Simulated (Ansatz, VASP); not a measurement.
Two plane-wave programs on Fe

```
Fe
1.0
     2.55628    0.00000    0.00000
    -1.27814    2.21380    0.00000
     0.00000    0.00000    4.03781
Fe
2
Direct
  0.33333 0.66667 0.25000
  0.66667 0.33333 0.75000
```

Alike in both runs: task single point; functional PBE; k mesh 16 × 16 × 9; occupations fermi-dirac, width 0.05 eV; collinear spin.

|  | VASP | Ansatz |
| --- | --- | --- |
| version | VASP 6.6.1 | Ansatz 0.2.0 |
| potentials or method | VASP PAW PBE potentials, release 64 (Fe), cutoff 600 eV | plane waves (420 eV) with PAW, scalar-relativistic |
| valence electrons in the cell | 16 | 32 |

```csv
,VASP,Ansatz,Ansatz less VASP
pressure (GPa),-13.5,-14.3,-0.77
"traceless stress, the component that is largest in VASP (GPa)",4.89,4.85,-0.041
net moment per atom (μB),0.00,0.00,0.000
size of the moment on the site where the two differ most (μB),1.56,1.49,-0.073
```

Site moments also hang on the region over which each program counts them. The functional is the same, so the differences come from potentials, cutoffs and numerics. VASP's potentials hold 16 valence electrons a cell and Ansatz's 32, so a difference there can come from the potentials and not from the codes.
